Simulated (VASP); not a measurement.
# SiC (Moissanite) (P6_3mc) in VASP: a series of runs

The runs below take SiC (Moissanite) through single point, with BLYP, SVWN5, PBE exchange alone, r2SCAN.

Everything below comes from runs of VASP 6.6.1. Logs are shortened: lines on timing, memory, paths and dates and some standing lists are left out, and cuts for length are marked.

### Step 1. The cell of the first run

It takes space group P6_3mc (No. 186, hexagonal). The conventional cell has a = 3.076 Å, b = 3.076 Å, c = 5.048 Å, α = 90.00°, β = 90.00°, γ = 120.00°. Si (site symmetry 3m) has 4 C at 1.87 to 1.94 Å within 2.5 Å. Within 2.5 Å of C (site symmetry 3m) lie 4 Si at 1.87 to 1.94 Å.

### Step 2. Single point, BLYP

File INCAR:

```
SYSTEM = SiC
PREC = Accurate
ENCUT = 520
EDIFF = 1E-7
ISMEAR = -1
SIGMA = 0.05
LREAL = .FALSE.
LASPH = .TRUE.
NELM = 100
ALGO = Normal
ISIF = 2
LWAVE = .FALSE.
LCHARG = .TRUE.
GGA = B5
ALDAX = 1.0
AGGAX = 1.0
AGGAC = 1.0
ALDAC = 0.0
LELF = .TRUE.
LVHAR = .TRUE.
NBANDS = 16
```

File KPOINTS:

```
regular mesh
0
G
  10 10 5
  0 0 0
```

File POSCAR:

```
SiC
1.0
    3.0760000000      0.0000000000      0.0000000000
   -1.5380000000      2.6638941420      0.0000000000
    0.0000000000      0.0000000000      5.0480000000
Si C
2 2
Direct
    0.6666666667      0.3333333333      0.5000000000
    0.3333333333      0.6666666667      0.0000000000
    0.6666666667      0.3333333333      0.8850000000
    0.3333333333      0.6666666667      0.3850000000
```

Potentials or basis: VASP PAW PBE potentials, release 64 (Si, C).

Launch:

```console
cat potpaw_PBE.64/Si/POTCAR potpaw_PBE.64/C/POTCAR > POTCAR
mpirun -np 1 vasp_std > vasp.out
```

OUTCAR:

```text
SYSTEM = SiC
   PREC = Accurate
   ENCUT = 520
   EDIFF = 1E-7
   ISMEAR = -1
   LREAL = .FALSE.
   LASPH = .TRUE.
   NELM = 100
   ISIF = 2
   GGA = B5

 ion  position               nearest neighbor table
   1  0.667  0.333  0.500-   4 1.87   4 1.87   4 1.87   3 1.94   2 3.09   2 3.09   2 3.09   2 3.09
                             2 3.09   2 3.09
   2  0.333  0.667  0.000-   3 1.87   3 1.87   3 1.87   4 1.94   1 3.09   1 3.09   1 3.09   1 3.09
                             1 3.09   1 3.09
   3  0.667  0.333  0.885-   2 1.87   2 1.87   2 1.87   1 1.94
   4  0.333  0.667  0.385-   1 1.87   1 1.87   1 1.87   2 1.94

  LATTYP: Found a hexagonal cell.
 ALAT       =     3.0760000000
 C/A-ratio  =     1.6410923277

  Lattice vectors:

 A1 = (   3.0760000000,   0.0000000000,   0.0000000000)
 A2 = (  -1.5380000000,   2.6638941420,   0.0000000000)
 A3 = (   0.0000000000,   0.0000000000,   5.0480000000)

Analysis of symmetry for initial positions (statically):
=====================================================================
 Subroutine PRICEL returns:
 Original cell was already a primitive cell.

 Routine SETGRP: Setting up the symmetry group for a
 hexagonal supercell.

 Subroutine GETGRP returns: Found 12 space group operations
 (whereof  6 operations were pure point group operations)
 out of a pool of 24 trial point group operations.

The static configuration has the point symmetry C_3v.
 The point group associated with its full space group is C_6v.

Analysis of symmetry for dynamics (positions and initial velocities):
=====================================================================
 Subroutine PRICEL returns:
 Original cell was already a primitive cell.

 Routine SETGRP: Setting up the symmetry group for a
 hexagonal supercell.

 Subroutine GETGRP returns: Found 12 space group operations
 (whereof  6 operations were pure point group operations)
 out of a pool of 24 trial point group operations.

The dynamic configuration has the point symmetry C_3v.
 The point group associated with its full space group is C_6v.

 Subroutine INISYM returns: Found 12 space group operations
 (whereof  6 operations are pure point group operations),
 and found     1 'primitive' translations

----------------------------------------------------------------------------------------

                                     Primitive cell

  volume of cell :      41.3640

  direct lattice vectors                    reciprocal lattice vectors
     3.076000000  0.000000000  0.000000000     0.325097529  0.187695146  0.000000000
    -1.538000000  2.663894142  0.000000000     0.000000000  0.375390292  0.000000000
     0.000000000  0.000000000  5.048000000     0.000000000  0.000000000  0.198098257

  length of vectors
     3.076000000  3.076000000  5.048000000     0.375390292  0.375390292  0.198098257

  position of ions in fractional coordinates (direct lattice)
     0.666666667  0.333333333  0.500000000
     0.333333333  0.666666667  0.000000000
     0.666666667  0.333333333  0.885000000
     0.333333333  0.666666667  0.385000000

  ion indices of the primitive-cell ions
   primitive index   ion index
                 1           1
                 2           2
                 3           3
                 4           4

----------------------------------------------------------------------------------------

 KPOINTS: regular mesh

Automatic generation of k-mesh.
 Grid dimensions read from file:
 generate k-points for:   10   10    5

 Generating k-lattice:

  Cartesian coordinates                     Fractional coordinates (reciprocal lattice)
     0.032509753  0.018769515  0.000000000     0.100000000  0.000000000  0.000000000
     0.000000000  0.037539029  0.000000000     0.000000000  0.100000000  0.000000000
     0.000000000  0.000000000  0.039619651     0.000000000  0.000000000  0.200000000

  Length of vectors
     0.037539029  0.037539029  0.039619651

  Shift w.r.t. Gamma in fractional coordinates (k-lattice)
     0.000000000  0.000000000  0.000000000

 Subroutine IBZKPT returns following result:
 ===========================================

 Found     42 irreducible k-points:

 Following reciprocal coordinates:
            Coordinates               Weight
  0.000000  0.000000  0.000000      1.000000
  0.100000 -0.000000  0.000000      6.000000
  0.200000 -0.000000  0.000000      6.000000
  0.300000  0.000000  0.000000      6.000000
  0.400000 -0.000000  0.000000      6.000000
  0.500000  0.000000  0.000000      3.000000
[... 16 lines left out ...]
  0.300000  0.100000  0.200000     24.000000
  0.400000  0.100000  0.200000     24.000000
 [... further k-points ...]
   k-points           NKPTS =     42   k-points in BZ     NKDIM =     42   number of bands    NBANDS=     16
   number of dos      NEDOS =    301   number of ions     NIONS =      4
   total plane-waves  NPLWV =  23040
   dimension x,y,z NGX =    24 NGY =   24 NGZ =   40
   dimension x,y,z NGXF=    48 NGYF=   48 NGZF=   80
   ions per type =               2   2
   NGX,Y,Z   is equivalent  to a cutoff of  12.97, 12.97, 13.17 a.u.
   NGXF,Y,Z  is equivalent  to a cutoff of  25.94, 25.94, 26.35 a.u.
 SYSTEM =  SiC
   PREC   = accura    normal or accurate (medium, high low for compatibility)
   ISTART =      0    job   : 0-new  1-cont  2-samecut
   ICHARG =      2    charge: 1-file 2-atom 10-const
   ISPIN  =      1    spin polarized calculation?
   LNONCOLLINEAR =      F non collinear calculations
   LSORBIT =      F    spin-orbit coupling
   LASPH  =      T    aspherical Exc in radial PAW
   ENCUT  =  520.0 eV  38.22 Ry    6.18 a.u.   5.72  5.72  9.39*2*pi/ulx,y,z
   NELM   =    100;   NELMIN=  2; NELMDL= -5     # of ELM steps
   EDIFF  = 0.1E-06   stopping-criterion for ELM
   LREAL  =      F    real-space projection
   EDIFFG = 0.1E-05   stopping-criterion for IOM
   NSW    =      0    number of steps for IOM
   IBRION =     -1    ionic relax: 0-MD 1-quasi-New 2-CG
   NFREE  =      0    steps in history (QN), initial steepest desc. (CG)
   ISIF   =      2    stress and relaxation
   ISYM   =      2    0-nonsym 1-usesym 2-fastsym
   POTIM  = 0.5000    time-step for ionic-motion
   TEBEG  =    0.0;   TEEND  =   0.0 temperature during run
   PSTRESS=    0.0 pullay stress
   NELECT =      16.0000    total number of electrons
   NUPDOWN=      -1.0000    fix difference up-down
   EMIN   =  10.00;   EMAX   =-10.00  energy-range for DOS
   EFERMI =   0.00;   METHOD = LEGACY
   ISMEAR =    -1;   SIGMA  =   0.05  broadening in eV -4-tet -1-fermi 0-gaus
   EFERMI_NEDOS =   21; number of points for ismear=-14 and -15
   IALGO  =     38    algorithm
   IMIX   =      4    mixing-type and parameters
     AMIX     =   0.40;   BMIX     =  1.00
     AMIX_MAG =   1.60;   BMIX_MAG =  1.00
  volume/ion in A,a.u.               =      10.34        69.78
  Fermi-wavevector in a.u.,A,eV,Ry     =   1.192817  2.254098 19.358549  1.422813
  Thomas-Fermi vector in A             =   2.328847
   LORBIT       =      0    0 simple, 1 ext, 2 COOP (PROOUT), +10 PAW based schemes
   GGA     = B5    functional components
   LHFCALC =     F    Hartree Fock is set to
   AEXX    =    0.0000 exact exchange contribution
   IVDW    =     0    specifies the selected vdW correction
   LEPSILON=     F    determine dielectric tensor
   LRPA    =     F    only Hartree local field effects (RPA)
 non-spin polarized calculation
  energy-cutoff  :      520.00
  volume of cell :       41.36
 maximum number of plane-waves:      1132
 NGX is ok and might be reduce to    24
   NGX = 11   NGY = 11   NGZ = 19

 number of electron      16.0000000 magnetization

 Free energy of the ion-electron system (eV)
  ---------------------------------------------------
  ext. energy  EPLUGINS =         0.00000000
  ---------------------------------------------------
  free energy    TOTEN  =       -27.23195014 eV

  energy without entropy =      -27.23195014  energy(sigma->0) =      -27.23195014

 E-fermi :   9.7310     XC(G=0): -10.6446

 val. band max:        8.8264870718   @ k =   0.0000   0.0000   0.0000
 cond. band min:      11.6520032172   @ k =   0.3000   0.3000   0.0000
 fundamental gap:      2.8255161454
 Fermi energy:         9.7310373656

 k-point     1 :       0.0000    0.0000    0.0000
  band No.  band energies     occupation
      1      -6.7675      2.00000
      2      -3.3258      2.00000
      3       0.2977      2.00000
      4       7.2749      2.00000
      5       7.2749      2.00000
      6       8.5404      2.00000
[... 8 lines left out ...]
     15      17.6301      0.00000
     16      20.3309      0.00000

 k-point     2 :       0.1000   -0.0000    0.0000
  band No.  band energies     occupation
      1      -6.5953      2.00000
      2      -3.1779      2.00000
      3       0.4548      2.00000
      4       6.3687      2.00000
      5       6.9956      2.00000
      6       7.9195      2.00000
[... 8 lines left out ...]
     15      18.0715      0.00000
     16      19.1715      0.00000

 k-point     3 :       0.2000   -0.0000    0.0000
  band No.  band energies     occupation
      1      -6.0857      2.00000
      2      -2.7533      2.00000
      3       0.9019      2.00000
      4       4.5345      2.00000
      5       6.4107      2.00000
      6       6.4766      2.00000
[... 8 lines left out ...]
     15      18.4372      0.00000
     16      18.9972      0.00000

 k-point     4 :       0.3000    0.0000    0.0000
  band No.  band energies     occupation
      1      -5.2655      2.00000
      2      -2.1446      2.00000
      3       1.4244      2.00000
      4       2.8485      2.00000
      5       4.7946      2.00000
      6       5.8464      2.00000
[... 8 lines left out ...]
     15      19.3064      0.00000
     16      20.3730      0.00000

 k-point     5 :       0.4000   -0.0000    0.0000
  band No.  band energies     occupation
      1      -4.2237      2.00000
      2      -1.7499      2.00000
      3       0.9559      2.00000
      4       2.8959      2.00000
      5       3.2755      2.00000
      6       5.4645      2.00000
[... 8 lines left out ...]
     15      19.7262      0.00000
     16      20.9052      0.00000

 k-point     6 :       0.5000    0.0000    0.0000
  band No.  band energies     occupation
      1      -3.4824      2.00000
      2      -2.0173      2.00000
      3       0.9040      2.00000
      4       2.3422      2.00000
      5       3.5106      2.00000
      6       5.3312      2.00000
[... 8 lines left out ...]
     15      19.1726      0.00000
     16      21.2905      0.00000
[... 267 lines left out ...]
 k-point    21 :       0.1000    0.1000    0.2000
  band No.  band energies     occupation
      1      -6.0638      2.00000
      2      -3.5381      2.00000
      3       1.6830      2.00000
      4       5.3762      2.00000
      5       6.2193      2.00000
      6       6.8084      2.00000
[... 8 lines left out ...]
     15      18.6975      0.00000
     16      19.3217      0.00000

 k-point    22 :       0.2000    0.1000    0.2000
  band No.  band energies     occupation
      1      -5.4008      2.00000
      2      -2.9624      2.00000
      3       1.9989      2.00000
      4       3.9286      2.00000
      5       4.9220      2.00000
      6       5.8436      2.00000
[... 8 lines left out ...]
     15      19.0750      0.00000
     16      19.7096      0.00000

 k-point    23 :       0.3000    0.1000    0.2000
  band No.  band energies     occupation
      1      -4.4640      2.00000
      2      -2.2555      2.00000
      3       1.3759      2.00000
      4       3.3291      2.00000
      5       3.7321      2.00000
      6       5.1433      2.00000
[... 8 lines left out ...]
     15      19.8340      0.00000
     16      20.4551      0.00000

 k-point    24 :       0.4000    0.1000    0.2000
  band No.  band energies     occupation
      1      -3.4525      2.00000
      2      -1.9508      2.00000
      3       0.6301      2.00000
      4       2.0879      2.00000
      5       4.1719      2.00000
      6       4.9674      2.00000
[... 8 lines left out ...]
     15      20.2795      0.00000
     16      21.5993      0.00000

 [... further k-points ...]
[... 5 lines left out ...]
  --------------------------------------------------------------------------------------
  -------------------------------------------------------------------------------------
  Total        2.6213218      2.6213218      1.6140824      0.0000000      0.0000000      0.0000000
  in kB      101.5332472    101.5332472     62.5192335      0.0000000      0.0000000      0.0000000
  external PRESSURE =      88.5285759 kB  Pullay stress =       0.0000000 kB

 VOLUME and BASIS-vectors are now :
 -----------------------------------------------------------------------------
  energy-cutoff  :      520.00
  volume of cell :       41.36
      direct lattice vectors                 reciprocal lattice vectors
     3.076000000  0.000000000  0.000000000     0.325097529  0.187695146  0.000000000
    -1.538000000  2.663894142  0.000000000     0.000000000  0.375390292  0.000000000
     0.000000000  0.000000000  5.048000000     0.000000000  0.000000000  0.198098257

 POSITION                                       TOTAL-FORCE (eV/Angst)
 -----------------------------------------------------------------------------------
      1.53800      0.88796      2.52400        -0.000000      0.000000      0.762412
     -0.00000      1.77593      0.00000         0.000000      0.000000      0.762412
      1.53800      0.88796      4.46748        -0.000000      0.000000     -0.762412
     -0.00000      1.77593      1.94348         0.000000      0.000000     -0.762412
 -----------------------------------------------------------------------------------
    total drift:                                0.000000      0.000000     -0.000241

  FREE ENERGIE OF THE ION-ELECTRON SYSTEM (eV)
  ---------------------------------------------------
  free  energy   TOTEN  =       -27.2319501444 eV

  energy  without entropy=      -27.2319501443  energy(sigma->0) =      -27.23195014
```

It took 76 s on 1 thread of AMD EPYC 7R13, shared host; peak memory 0.13 GiB.

Results:

```yaml
Free_energy: -27.2320 eV
Pressure: 8.9 GPa
Largest_force: 0.762 eV/Å
Band_gap_on_the_k_mesh: 2.83 eV, indirect (least direct gap 4.34 eV)
```

Forces on the atoms (eV/Å):
```
Si   0.000  0.000  0.762
Si   0.000  0.000  0.762
C    0.000  0.000 -0.762
C    0.000  0.000 -0.762
```

Caveat: the PAW data sets were made with another functional, which shifts forces and pressure a little.

### Step 3. Single point, SVWN5

File INCAR:

```
  ALGO = Normal
  EDIFF = 1E-7
  ENCUT = 520
  GGA = VW
  ISIF = 2
  ISMEAR = -1
  LASPH = T
  LCHARG = F
  LREAL = F
  LWAVE = F
  NBANDS = 16
  NELM = 80
  PREC = Accurate
  SIGMA = 0.05
```

File KPOINTS:

```
k-points
0
Gamma
  10 10 5
```

POSCAR is that of step 2.

Potentials or basis: VASP PAW PBE potentials, release 64 (Si, C).

Launch:

```console
cat potpaw_PBE.64/Si/POTCAR potpaw_PBE.64/C/POTCAR > POTCAR
mpirun -np 1 vasp_std > vasp.out
```

OUTCAR:

```text
EDIFF = 1E-7
   ENCUT = 520
   GGA = VW
   ISIF = 2
   ISMEAR = -1
   LASPH = T
   LREAL = F
   NELM = 80
   PREC = Accurate

 ion  position               nearest neighbor table
   1  0.667  0.333  0.500-   4 1.87   4 1.87   4 1.87   3 1.94   2 3.09   2 3.09   2 3.09   2 3.09
                             2 3.09   2 3.09
   2  0.333  0.667  0.000-   3 1.87   3 1.87   3 1.87   4 1.94   1 3.09   1 3.09   1 3.09   1 3.09
                             1 3.09   1 3.09
   3  0.667  0.333  0.885-   2 1.87   2 1.87   2 1.87   1 1.94
   4  0.333  0.667  0.385-   1 1.87   1 1.87   1 1.87   2 1.94

  LATTYP: Found a hexagonal cell.
 ALAT       =     3.0760000000
 C/A-ratio  =     1.6410923277

  Lattice vectors:

 A1 = (   3.0760000000,   0.0000000000,   0.0000000000)
 A2 = (  -1.5380000000,   2.6638941420,   0.0000000000)
 A3 = (   0.0000000000,   0.0000000000,   5.0480000000)

Analysis of symmetry for initial positions (statically):
=====================================================================
 Subroutine PRICEL returns:
 Original cell was already a primitive cell.

[... 171 lines left out ...]
  free energy    TOTEN  =       -33.15255898 eV

  energy without entropy =      -33.15255898  energy(sigma->0) =      -33.15255898

 E-fermi :   9.1684     XC(G=0): -11.5428

 val. band max:        8.2023323873   @ k =   0.0000   0.0000   0.0000
 cond. band min:      10.5678047045   @ k =   0.3000   0.3000   0.0000
 fundamental gap:      2.3654723172
 Fermi energy:         9.1683809041

 k-point     1 :       0.0000    0.0000    0.0000
  band No.  band energies     occupation
      1      -7.4550      2.00000
      2      -3.8990      2.00000
      3      -0.5295      2.00000
      4       6.6424      2.00000
      5       6.6424      2.00000
      6       7.9304      2.00000
[... 433 lines left out ...]
      3      -0.1250      2.00000
      4       1.3843      2.00000
      5       3.4353      2.00000
      6       4.2384      2.00000
[... 8 lines left out ...]
     15      19.4161      0.00000
     16      20.7545      0.00000

 [... further k-points ...]
[... 5 lines left out ...]
  --------------------------------------------------------------------------------------
  -------------------------------------------------------------------------------------
  Total       -0.3522604     -0.3522604     -1.4845832     -0.0000000      0.0000000     -0.0000000
  in kB      -13.6443163    -13.6443163    -57.5032621     -0.0000000      0.0000000     -0.0000000
  external PRESSURE =     -28.2639649 kB  Pullay stress =       0.0000000 kB

 VOLUME and BASIS-vectors are now :
 -----------------------------------------------------------------------------
  energy-cutoff  :      520.00
  volume of cell :       41.36
      direct lattice vectors                 reciprocal lattice vectors
     3.076000000  0.000000000  0.000000000     0.325097529  0.187695146  0.000000000
    -1.538000000  2.663894142  0.000000000     0.000000000  0.375390292  0.000000000
     0.000000000  0.000000000  5.048000000     0.000000000  0.000000000  0.198098257

 POSITION                                       TOTAL-FORCE (eV/Angst)
 -----------------------------------------------------------------------------------
      1.53800      0.88796      2.52400        -0.000000      0.000000      0.742429
     -0.00000      1.77593      0.00000         0.000000     -0.000000      0.742429
      1.53800      0.88796      4.46748         0.000000     -0.000000     -0.742429
     -0.00000      1.77593      1.94348        -0.000000     -0.000000     -0.742429
 -----------------------------------------------------------------------------------
    total drift:                                0.000000      0.000000     -0.000174

  FREE ENERGIE OF THE ION-ELECTRON SYSTEM (eV)
  ---------------------------------------------------
  free  energy   TOTEN  =       -33.1525589759 eV

  energy  without entropy=      -33.1525589758  energy(sigma->0) =      -33.15255898
```

stdout:

```text
POSCAR found type information on POSCAR SiC
 POSCAR found :  2 types and       4 ions
 scaLAPACK will be used
 -----------------------------------------------------------------------------
|                                                                             |
|                                                                             |
|     You enforced a specific xc type in the INCAR file but a different       |
|     I HOPE YOU KNOW WHAT YOU ARE DOING!                                     |
|                                                                             |
 -----------------------------------------------------------------------------

 LDA part: xc-table for (Slater(with rela. corr.)+VWN5), standard interpolation
 POSCAR, INCAR and KPOINTS ok, starting setup
 FFT: planning ... GRIDC
 FFT: planning ... GRID_SOFT
 FFT: planning ... GRID
 WAVECAR not read
 entering main loop
```

It took 43 s on 1 thread of AMD EPYC 7R13, shared host; peak memory 0.12 GiB.

Results:

- Free energy: -33.1526 eV
- Pressure: -2.8 GPa
- Largest force: 0.742 eV/Å
- Band gap on the k mesh: 2.37 eV, indirect (least direct gap 3.99 eV)

Forces on the atoms (eV/Å):
```
Si   0.000  0.000  0.742
Si   0.000  0.000  0.742
C    0.000  0.000 -0.742
C    0.000  0.000 -0.742
```

Caveat: the PAW data sets were made with another functional, which shifts forces and pressure a little. A k mesh can miss the band edges.

(Part 1 of 2 ends here.)
